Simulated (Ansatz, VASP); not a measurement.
## One calculation of WC, two programs

```xyz
8
Lattice="2.8984 0.0000 0.0000 -1.4492 2.5101 0.0000 0.0000 0.0000 14.8966" Properties=species:S:1:pos:R:3 pbc="T T T"
C     1.4492    0.8367    2.5000
C     1.4492    0.8367    5.3276
C     1.4492    0.8367    8.1552
C     1.4492    0.8367   10.9828
W     0.0000    0.0000    3.9138
W     0.0000    0.0000    6.7414
W     0.0000    0.0000    9.5690
W     0.0000    0.0000   12.3966
```

Alike in both runs: task single point; functional PBEsol; k mesh 12 × 12 × 1; occupations gaussian, width 0.1 eV; no spin polarisation.

```csv
,VASP,Ansatz
version,VASP 6.6.1,Ansatz 0.2.0
potentials or method,"VASP PAW PBE potentials, release 64 (C, W_sv), cutoff 520 eV","scalar-relativistic, plane waves, PAW"
valence electrons in the cell,72,72
```

|  | VASP | Ansatz | Ansatz less VASP |
| --- | --- | --- | --- |
| gap on the k mesh at the Fermi level (eV) | none | none | - |
| rms of the force components (eV/Å) | 1.548 | 1.554 | +0.0060 |

VASP's potentials were made for PBE, not for PBEsol. A gap of «none» marks a metal or a gap that the smearing closes. Ansatz's warnings: net force over tolerance, vacuum density over bound.

Spin-orbit coupling is off throughout.
